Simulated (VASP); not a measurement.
Wanted: the native input for a VASP 6.6.1 run.

| Quantity | Value |
| --- | --- |
| Task | single point |
| Functional | PBE |
| Potentials or basis | VASP PAW PBE potentials, release 64 (Al, N) |
| Cutoff | 600 eV |
| k mesh | 10 × 10 × 10 |
| Occupations | gaussian, width 0.02 eV |
| Spin | no spin polarisation |
| Dipole correction | no |
| Further INCAR settings | ALGO = Normal; EDIFF = 1e-06; NBANDS = 11 |

The structure of AlN (pbe) lies in POSCAR:

```
AlN
1.0
    0.0000000000      2.2015893590      2.2015893590
    2.2015893590      0.0000000000      2.2015893590
    2.2015893590      2.2015893590      0.0000000000
Al N
1 1
Direct
    0.0000000000      0.0000000000      0.0000000000
    0.2500000000      0.2500000000      0.2500000000
```

The input as run:

INCAR

```
ALGO = Normal
EDIFF = 1E-6
ENCUT = 600
GGA = PE
GGA_COMPAT = F
ISIF = 2
ISMEAR = 0
LASPH = T
LCHARG = T
LELF = T
LREAL = F
LVHAR = T
LWAVE = F
NBANDS = 11
NELM = 120
PREC = Accurate
SIGMA = 0.02
```

KPOINTS

```
k-points
0
Gamma
  10 10 10
```

Potentials or basis: VASP PAW PBE potentials, release 64 (Al, N).

Launch:

```sh
$ cat potpaw_PBE.64/Al/POTCAR potpaw_PBE.64/N/POTCAR > POTCAR
$ mpirun -np 1 vasp_std > vasp.out
```

It gave:

```yaml
Pressure: -0.4 GPa
Band_gap_on_the_k_mesh: 3.31 eV, indirect (least direct gap 3.98 eV)
```

Wall time 18 s on 1 thread of AMD EPYC 9R14 (Zen 4) (shared host), peak memory 0.12 GiB.
